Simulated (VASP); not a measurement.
# K3I2Br (P-3m1) in VASP: notebook, part 2 of 2

VASP 6.6.1. Earlier steps stand in the parts before.

### 4 Relaxation of the atoms, LDA

This run uses another cell than the first one, of 33.82 Å³/atom, 0.992 times its volume.

File INCAR:

```
SYSTEM = K3I2Br
ALGO = Normal ; EDIFF = 1E-6
EDIFFG = -0.01 ; ENCUT = 520
GGA = CA ; IBRION = 2
ISIF = 2 ; ISMEAR = 0
LASPH = .TRUE. ; LCHARG = .FALSE.
LREAL = .FALSE. ; LWAVE = .FALSE.
NELM = 60 ; NSW = 50
PREC = Accurate ; SIGMA = 0.05
```

File KPOINTS:

```
k-points
0
G
  6 6 2
  0 0 0
```

File POSCAR:

```
K3I2Br
1.0
    4.5933000000      0.0000000000      0.0000000000
   -2.2966500000      3.9779144872      0.0000000000
    0.0000000000      0.0000000000     11.1053000000
K I Br
3 2 1
Direct
    0.0000000000      0.0000000000      0.5000000000
    0.3333333333      0.6666666667      0.1500969033
    0.6666666667      0.3333333333      0.8499030967
    0.3333333333      0.6666666667      0.6750221222
    0.6666666667      0.3333333333      0.3249778778
    0.0000000000      0.0000000000      0.0000000000
```

Potentials or basis: VASP PAW LDA potentials, release 64 (K_sv, I, Br).

Command:

```
cat potpaw_LDA.64/K_sv/POTCAR potpaw_LDA.64/I/POTCAR potpaw_LDA.64/Br/POTCAR > POTCAR
mpirun -np 1 vasp_std > vasp.out
```

OUTCAR:

```text
SYSTEM = K3I2Br
   EDIFF = 1E-6
   EDIFFG = -0.01
   ENCUT = 520
   GGA = CA
   IBRION = 2
   ISIF = 2
   ISMEAR = 0
   LASPH = .TRUE.
   LREAL = .FALSE.
   NELM = 60
   NSW = 50
   PREC = Accurate

 ion  position               nearest neighbor table
   1  0.000  0.000  0.500-   4 3.29   5 3.29   4 3.29   5 3.29   5 3.29   4 3.29
   2  0.333  0.667  0.150-   6 3.13   6 3.13   6 3.13   5 3.29   5 3.29   5 3.29
   3  0.667  0.333  0.850-   6 3.13   6 3.13   6 3.13   4 3.29   4 3.29   4 3.29
   4  0.333  0.667  0.675-   3 3.29   3 3.29   3 3.29   1 3.29   1 3.29   1 3.29
   5  0.667  0.333  0.325-   2 3.29   2 3.29   2 3.29   1 3.29   1 3.29   1 3.29
   6  0.000  0.000  0.000-   2 3.13   3 3.13   2 3.13   3 3.13   3 3.13   2 3.13

  LATTYP: Found a hexagonal cell.
 ALAT       =     4.5933000000
 C/A-ratio  =     2.4177171097

  Lattice vectors:

 A1 = (   4.5933000000,   0.0000000000,   0.0000000000)
 A2 = (  -2.2966500000,   3.9779144872,   0.0000000000)
 A3 = (   0.0000000000,   0.0000000000,  11.1053000000)

Analysis of symmetry for initial positions (statically):
=====================================================================
 Subroutine PRICEL returns:
 Original cell was already a primitive cell.

 Routine SETGRP: Setting up the symmetry group for a
 hexagonal supercell.

 Subroutine GETGRP returns: Found 12 space group operations
 (whereof 12 operations were pure point group operations)
 out of a pool of 24 trial point group operations.

The static configuration has the point symmetry D_3d.

Analysis of symmetry for dynamics (positions and initial velocities):
=====================================================================
 Subroutine PRICEL returns:
 Original cell was already a primitive cell.

 Routine SETGRP: Setting up the symmetry group for a
 hexagonal supercell.

 Subroutine GETGRP returns: Found 12 space group operations
 (whereof 12 operations were pure point group operations)
 out of a pool of 24 trial point group operations.

The dynamic configuration has the point symmetry D_3d.
[... 105 lines left out ...]
   TEBEG  =    0.0;   TEEND  =   0.0 temperature during run
   PSTRESS=    0.0 pullay stress
   NELECT =      48.0000    total number of electrons
   NUPDOWN=      -1.0000    fix difference up-down
   EMIN   =  10.00;   EMAX   =-10.00  energy-range for DOS
   EFERMI =   0.00;   METHOD = LEGACY
   ISMEAR =     0;   SIGMA  =   0.05  broadening in eV -4-tet -1-fermi 0-gaus
   EFERMI_NEDOS =   21; number of points for ismear=-14 and -15
   IALGO  =     38    algorithm
   IMIX   =      4    mixing-type and parameters
     AMIX     =   0.40;   BMIX     =  1.00
     AMIX_MAG =   1.60;   BMIX_MAG =  1.00
  volume/ion in A,a.u.               =      33.82       228.22
  Fermi-wavevector in a.u.,A,eV,Ry     =   1.012477  1.913304 13.947457  1.025109
  Thomas-Fermi vector in A             =   2.145588
   LORBIT       =      0    0 simple, 1 ext, 2 COOP (PROOUT), +10 PAW based schemes
   GGA     = CA    functional components
   LHFCALC =     F    Hartree Fock is set to
   AEXX    =    0.0000 exact exchange contribution
   IVDW    =     0    specifies the selected vdW correction
   LEPSILON=     F    determine dielectric tensor
   LRPA    =     F    only Hartree local field effects (RPA)
 conjugate gradient relaxation of ions
 non-spin polarized calculation
 Gauss-broadening in eV      SIGMA  =   0.05
  energy-cutoff  :      520.00
  volume of cell :      202.91
 maximum number of plane-waves:      5519
 NGX is ok and might be reduce to    36
   NGX = 17   NGY = 17   NGZ = 41

--------------------------------------- Ionic step        1  -------------------------------------------

 number of electron      47.9999997 magnetization

 Free energy of the ion-electron system (eV)
  ---------------------------------------------------
  ext. energy  EPLUGINS =         0.00000000
  ---------------------------------------------------
  free energy    TOTEN  =       -19.01518855 eV

  energy without entropy =      -19.01518855  energy(sigma->0) =      -19.01518855

------------------------ aborting loop because EDIFF is reached ----------------------------------------

  FORCE on cell =-STRESS in cart. coord.  units (eV):
  Direction    XX          YY          ZZ          XY          YZ          ZX
  --------------------------------------------------------------------------------------
  -------------------------------------------------------------------------------------
  Total        2.6002248      2.6002248      2.7222999      0.0000000      0.0000000      0.0000000
  in kB       20.5310387     20.5310387     21.4949280      0.0000000      0.0000000      0.0000000
  external PRESSURE =      20.8523351 kB  Pullay stress =       0.0000000 kB
[... 187 lines left out ...]
--------------------------------------- Ionic step        6  -------------------------------------------

 number of electron      47.9999996 magnetization

 Free energy of the ion-electron system (eV)
  ---------------------------------------------------
  ext. energy  EPLUGINS =         0.00000000
  ---------------------------------------------------
  free energy    TOTEN  =       -19.01563381 eV

  energy without entropy =      -19.01563381  energy(sigma->0) =      -19.01563381

 E-fermi :   0.6193     XC(G=0):  -8.5182

 val. band max:        0.3547750570   @ k =   0.0000   0.0000   0.0000
 cond. band min:       4.3788473621   @ k =   0.0000   0.0000   0.0000
 fundamental gap:      4.0240723051
 Fermi energy:         0.6192924784

 k-point     1 :       0.0000    0.0000    0.0000
  band No.  band energies     occupation
      1     -27.5287      2.00000
      2     -27.5170      2.00000
      3     -27.4654      2.00000
      4     -13.0660      2.00000
      5     -11.6836      2.00000
      6     -11.3630      2.00000
[... 456 lines left out ...]
  FREE ENERGIE OF THE ION-ELECTRON SYSTEM (eV)
  ---------------------------------------------------
  free  energy   TOTEN  =       -19.0156338061 eV

  energy  without entropy=      -19.0156338061  energy(sigma->0) =      -19.01563381

 reached required accuracy - stopping structural energy minimisation
```

OSZICAR:

```text
N       E                     dE             d eps       ncg     rms          rms(c)
DAV:   1     0.364907912403E+03    0.36491E+03   -0.20922E+04   784   0.148E+03
DAV:   2     0.123537234217E+02   -0.35255E+03   -0.34173E+03  1064   0.394E+02
DAV:   3    -0.181978650129E+02   -0.30552E+02   -0.30473E+02  1120   0.933E+01
DAV:   4    -0.192936858947E+02   -0.10958E+01   -0.10941E+01  1248   0.202E+01
[... 36 lines left out ...]
DAV:   1    -0.190155019673E+02    0.68508E-04   -0.45608E-02   784   0.102E+00    0.780E-02
DAV:   2    -0.190156385242E+02   -0.13656E-03   -0.15560E-03   876   0.224E-01    0.302E-02
DAV:   3    -0.190156369416E+02    0.15825E-05   -0.53972E-05  1224   0.406E-02    0.185E-02
DAV:   4    -0.190156341703E+02    0.27713E-05   -0.68513E-06   756   0.194E-02    0.864E-03
DAV:   5    -0.190156338061E+02    0.36419E-06   -0.33542E-06   712   0.125E-02
   6 F= -.19015634E+02 E0= -.19015634E+02  d E =-.102443E-03
```

It took 4.9 min on 1 thread of Intel Xeon Platinum 8488C (Sapphire Rapids), shared host; peak memory 0.3 GiB.

Results:

```
Free energy               : -19.0156 eV
Energy gained by relaxing : 0.1 meV/atom
Ionic steps               : 6
Pressure after relaxing   : 2.1 GPa
Band gap on the k mesh    : 4.02 eV, direct
```

The path:
```csv
step,energy change (eV),largest force (eV/Å),pressure (GPa)
1,0.0000,0.0360,2.09
2,-0.0001,0.0297,2.09
3,-0.0003,0.0104,2.08
4,-0.0003,0.0150,2.08
5,-0.0004,0.0121,2.08
6,-0.0004,0.0019,2.08
```

Final structure:
```xyz
6
Lattice="4.5933 0.0000 0.0000 -2.2967 3.9779 0.0000 0.0000 0.0000 11.1053" Properties=species:S:1:pos:R:3 pbc="T T T"
K     0.0000    0.0000    5.5526
K     0.0000    2.6519    1.6548
K     2.2967    1.3260    9.4505
I     0.0000    2.6519    7.5010
I     2.2967    1.3260    3.6043
Br    0.0000    0.0000    0.0000
```

Levels at points of the mesh, in eV from the valence-band top:
```
           k point  band 20  band 21  band 22  band 23  band 24  band 25  band 26  band 27  band 28
(0.00, 0.00, 0.00)    -0.32    -0.32    -0.18     0.00     0.00     4.02     5.42     5.45     6.23
(0.50, 0.00, 0.00)    -1.07    -0.75    -0.58    -0.49    -0.43     4.35     5.71     5.79     6.23
(0.00, 0.00, 0.50)    -0.67    -0.27    -0.27    -0.05    -0.05     4.69     5.00     5.57     5.94
(0.50, 0.00, 0.50)    -1.18    -0.74    -0.65    -0.49    -0.43     4.86     4.94     5.58     6.55
```

Caveat: spin-orbit coupling is left out, which moves the levels of the heavy elements.

### 5 The runs side by side

| cell | gap on the mesh (eV) | pressure (GPa) |
| --- | --- | --- |
| atoms relaxed from a = 4.711, b = 4.711, c = 10.643 Å, angles 90.0, 90.0, 120.0°, 6 atoms | 4.06 | 1.8 |
| atoms relaxed from a = 4.476, b = 4.475, c = 12.031 Å, angles 90.0, 90.0, 120.0°, 6 atoms | 3.67 | 1.3 |
| atoms relaxed from a = 4.593, b = 4.593, c = 11.105 Å, angles 90.0, 90.0, 120.0°, 6 atoms | 4.02 | 2.1 |

Alike in all rows: task relaxation of the atoms; level LDA; potentials or basis VASP PAW LDA potentials, release 64 (K_sv, I, Br); no spin polarisation; k mesh 6 × 6 × 2; cutoff (eV) 520; smearing gaussian 0.05 eV.

Caveats: spin-orbit coupling is left out, which moves the levels of the heavy elements.

Total energies depend on the potentials used, so only differences within one code and one set of settings carry meaning.
